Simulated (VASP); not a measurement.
# Na (Pm-3m) in VASP: single point with PBE

Aim: the single point of Na with PBE.

All numbers are computed with VASP 6.6.1; they aren't measurements. Logs are shortened: lines on timing, memory, paths and dates and some standing lists are left out, and cuts for length are marked.

## 1. The cell of the first run

It takes space group Pm-3m (No. 221, cubic). Conventional cell: a = 3.415 Å, b = 3.415 Å, c = 3.415 Å, α = 90.00°, β = 90.00°, γ = 90.00°. Within 4.5 Å of Na (site symmetry m-3m) lie 6 Na at 3.42 Å.

## 2. Single point, PBE

Contents of INCAR:

```
SYSTEM = Na
PREC = Accurate
ENCUT = 520
EDIFF = 1E-6
ISMEAR = -1
SIGMA = 0.13605693000000002
LREAL = .FALSE.
LASPH = .TRUE.
NELM = 100
ALGO = Normal
ISIF = 2
LWAVE = .FALSE.
LCHARG = .TRUE.
GGA = PE
LELF = .TRUE.
LVHAR = .TRUE.
NBANDS = 10
```

Contents of KPOINTS:

```
Automatic mesh
0
G
  10 10 10
  0 0 0
```

Contents of POSCAR:

```
Na
1.0
    3.4153001343      0.0000000000      0.0000000000
    0.0000000000      3.4153001343      0.0000000000
    0.0000000000      0.0000000000      3.4153001343
Na
1
Direct
    0.0000000000      0.0000000000      0.0000000000
```

Potentials or basis: VASP PAW PBE potentials, release 64 (Na_pv).

Run with:

```sh
$ cat potpaw_PBE.64/Na_pv/POTCAR > POTCAR
$ mpirun -np 1 vasp_std > vasp.out
```

OUTCAR:

```text
SYSTEM = Na
   PREC = Accurate
   ENCUT = 520
   EDIFF = 1E-6
   ISMEAR = -1
   LREAL = .FALSE.
   LASPH = .TRUE.
   NELM = 100
   ISIF = 2
   GGA = PE

 ion  position               nearest neighbor table
   1  0.000  0.000  0.000-

  LATTYP: Found a simple cubic cell.
 ALAT       =     3.4153001343

  Lattice vectors:

 A1 = (   3.4153001343,   0.0000000000,   0.0000000000)
 A2 = (   0.0000000000,   3.4153001343,   0.0000000000)
 A3 = (   0.0000000000,   0.0000000000,   3.4153001343)

Analysis of symmetry for initial positions (statically):
=====================================================================
 Subroutine PRICEL returns:
 Original cell was already a primitive cell.

 Routine SETGRP: Setting up the symmetry group for a
 simple cubic supercell.

 Subroutine GETGRP returns: Found 48 space group operations
 (whereof 48 operations were pure point group operations)
 out of a pool of 48 trial point group operations.

The static configuration has the point symmetry O_h .

Analysis of symmetry for dynamics (positions and initial velocities):
=====================================================================
 Subroutine PRICEL returns:
 Original cell was already a primitive cell.

 Routine SETGRP: Setting up the symmetry group for a
 simple cubic supercell.

 Subroutine GETGRP returns: Found 48 space group operations
 (whereof 48 operations were pure point group operations)
 out of a pool of 48 trial point group operations.

The dynamic configuration has the point symmetry O_h .

 Subroutine INISYM returns: Found 48 space group operations
 (whereof 48 operations are pure point group operations),
 and found     1 'primitive' translations

----------------------------------------------------------------------------------------

                                     Primitive cell

  volume of cell :      39.8370

  direct lattice vectors                    reciprocal lattice vectors
     3.415300134  0.000000000  0.000000000     0.292800035  0.000000000  0.000000000
     0.000000000  3.415300134  0.000000000     0.000000000  0.292800035  0.000000000
     0.000000000  0.000000000  3.415300134     0.000000000  0.000000000  0.292800035

  length of vectors
     3.415300134  3.415300134  3.415300134     0.292800035  0.292800035  0.292800035

  position of ions in fractional coordinates (direct lattice)
     0.000000000  0.000000000  0.000000000

[... 73 lines left out ...]
   ENCUT  =  520.0 eV  38.22 Ry    6.18 a.u.   6.35  6.35  6.35*2*pi/ulx,y,z
   NELM   =    100;   NELMIN=  2; NELMDL= -5     # of ELM steps
   EDIFF  = 0.1E-05   stopping-criterion for ELM
   LREAL  =      F    real-space projection
   EDIFFG = 0.1E-04   stopping-criterion for IOM
   NSW    =      0    number of steps for IOM
   IBRION =     -1    ionic relax: 0-MD 1-quasi-New 2-CG
   NFREE  =      0    steps in history (QN), initial steepest desc. (CG)
   ISIF   =      2    stress and relaxation
   ISYM   =      2    0-nonsym 1-usesym 2-fastsym
   POTIM  = 0.5000    time-step for ionic-motion
   TEBEG  =    0.0;   TEEND  =   0.0 temperature during run
   PSTRESS=    0.0 pullay stress
   NELECT =       7.0000    total number of electrons
   NUPDOWN=      -1.0000    fix difference up-down
   EMIN   =  10.00;   EMAX   =-10.00  energy-range for DOS
   EFERMI =   0.00;   METHOD = LEGACY
   ISMEAR =    -1;   SIGMA  =   0.14  broadening in eV -4-tet -1-fermi 0-gaus
   EFERMI_NEDOS =   21; number of points for ismear=-14 and -15
   IALGO  =     38    algorithm
   IMIX   =      4    mixing-type and parameters
     AMIX     =   0.40;   BMIX     =  1.00
     AMIX_MAG =   1.60;   BMIX_MAG =  1.00
  volume/ion in A,a.u.               =      39.84       268.83
  Fermi-wavevector in a.u.,A,eV,Ry     =   0.916949  1.732783 11.439723  0.840796
  Thomas-Fermi vector in A             =   2.041863
   LORBIT       =      0    0 simple, 1 ext, 2 COOP (PROOUT), +10 PAW based schemes
   GGA     = PE    functional components
   LHFCALC =     F    Hartree Fock is set to
   AEXX    =    0.0000 exact exchange contribution
   IVDW    =     0    specifies the selected vdW correction
   LEPSILON=     F    determine dielectric tensor
   LRPA    =     F    only Hartree local field effects (RPA)
 non-spin polarized calculation
  energy-cutoff  :      520.00
  volume of cell :       39.84
 maximum number of plane-waves:      1108
 NGX is ok and might be reduce to    28
   NGX = 13   NGY = 13   NGZ = 13

 number of electron       7.0000015 magnetization

 Free energy of the ion-electron system (eV)
  ---------------------------------------------------
  ext. energy  EPLUGINS =         0.00000000
  ---------------------------------------------------
  free energy    TOTEN  =        -1.20827640 eV

  energy without entropy =       -1.17910443  energy(sigma->0) =       -1.19369042

 E-fermi :   0.1780     XC(G=0):  -6.3082

 val. band max:        0.1230143048   @ k =   0.4000   0.2000   0.2000
 cond. band min:       0.1864311422   @ k =   0.5000   0.0000   0.0000
 fundamental gap:      0.0634168374
 Fermi energy:         0.1780331307

 k-point     1 :       0.0000    0.0000    0.0000
  band No.  band energies     occupation
      1     -24.9748      2.00000
      2     -24.9748      2.00000
      3     -24.9748      2.00000
      4      -2.9911      2.00000
      5       8.3435      0.00000
      6       8.3435      0.00000
      7       9.6115      0.00000
      8       9.6115      0.00000
      9       9.6115      0.00000
     10      12.4396      0.00000
[... 287 lines left out ...]
 k-point    24 :       0.3000    0.1000    0.1000
  band No.  band energies     occupation
      1     -25.0042      2.00000
      2     -24.9764      2.00000
      3     -24.9761      2.00000
      4      -1.5436      1.99999
      5       3.4689      0.00000
      6       7.8262      0.00000
      7       9.0222      0.00000
      8      12.1077      0.00000
      9      13.4166      0.00000
     10      13.4362      0.00000

 [... further k-points ...]
[... 5 lines left out ...]
  --------------------------------------------------------------------------------------
  -------------------------------------------------------------------------------------
  Total       -0.0006912     -0.0006912     -0.0006912     -0.0000000     -0.0000000     -0.0000000
  in kB       -0.0278000     -0.0278000     -0.0278000     -0.0000000     -0.0000000     -0.0000000
  external PRESSURE =      -0.0278000 kB  Pullay stress =       0.0000000 kB

 VOLUME and BASIS-vectors are now :
 -----------------------------------------------------------------------------
  energy-cutoff  :      520.00
  volume of cell :       39.84
      direct lattice vectors                 reciprocal lattice vectors
     3.415300134  0.000000000  0.000000000     0.292800035  0.000000000  0.000000000
     0.000000000  3.415300134  0.000000000     0.000000000  0.292800035  0.000000000
     0.000000000  0.000000000  3.415300134     0.000000000  0.000000000  0.292800035

 POSITION                                       TOTAL-FORCE (eV/Angst)
 -----------------------------------------------------------------------------------
      0.00000      0.00000      0.00000         0.000000      0.000000      0.000000
 -----------------------------------------------------------------------------------
    total drift:                               -0.000000      0.000000     -0.000000

  FREE ENERGIE OF THE ION-ELECTRON SYSTEM (eV)
  ---------------------------------------------------
  free  energy   TOTEN  =        -1.2082764049 eV

  energy  without entropy=       -1.1791044296  energy(sigma->0) =       -1.19369042
```

OSZICAR:

```text
N       E                     dE             d eps       ncg     rms          rms(c)
DAV:   1     0.258497725878E+02    0.25850E+02   -0.37439E+03  1124   0.568E+02
DAV:   2    -0.654898793504E+00   -0.26505E+02   -0.26363E+02  1140   0.141E+02
DAV:   3    -0.120587585661E+01   -0.55098E+00   -0.55054E+00  1362   0.230E+01
DAV:   4    -0.121064381024E+01   -0.47680E-02   -0.47676E-02  1320   0.212E+00
DAV:   5    -0.121071378297E+01   -0.69973E-04   -0.69972E-04  1290   0.246E-01    0.220E-01
DAV:   6    -0.120937917213E+01    0.13346E-02   -0.59510E-04  1360   0.293E-01    0.149E-01
DAV:   7    -0.120828560966E+01    0.10936E-02   -0.13496E-03  1334   0.359E-01    0.184E-02
DAV:   8    -0.120827464742E+01    0.10962E-04   -0.75956E-05  1312   0.140E-01    0.374E-03
DAV:   9    -0.120827625118E+01   -0.16038E-05   -0.71673E-07  1250   0.665E-03    0.152E-03
DAV:  10    -0.120827640494E+01   -0.15377E-06   -0.19393E-07   732   0.460E-03
   1 F= -.12082764E+01 E0= -.11936904E+01  d E =-.291720E-01
```

Wall time 27 s (1 thread of AMD EPYC 7R13, shared host); peak memory 0.13 GiB.

What came out:

| Property | Result |
| --- | --- |
| Free energy | -1.2083 eV |
| Pressure | 0.0 GPa |

Levels at points of the mesh, in eV from the Fermi level:
```csv
k point,band 1,band 2,band 3,band 4,band 5,band 6
"(0.00, 0.00, 0.00)",-25.15,-25.15,-25.15,-3.17,8.17,8.17
"(0.50, 0.00, 0.00)",-25.20,-25.15,-25.15,0.01,0.14,10.43
"(0.50, 0.50, 0.00)",-25.19,-25.19,-25.15,2.92,2.92,3.14
"(0.50, 0.50, 0.50)",-25.19,-25.19,-25.19,5.79,5.79,5.79
```
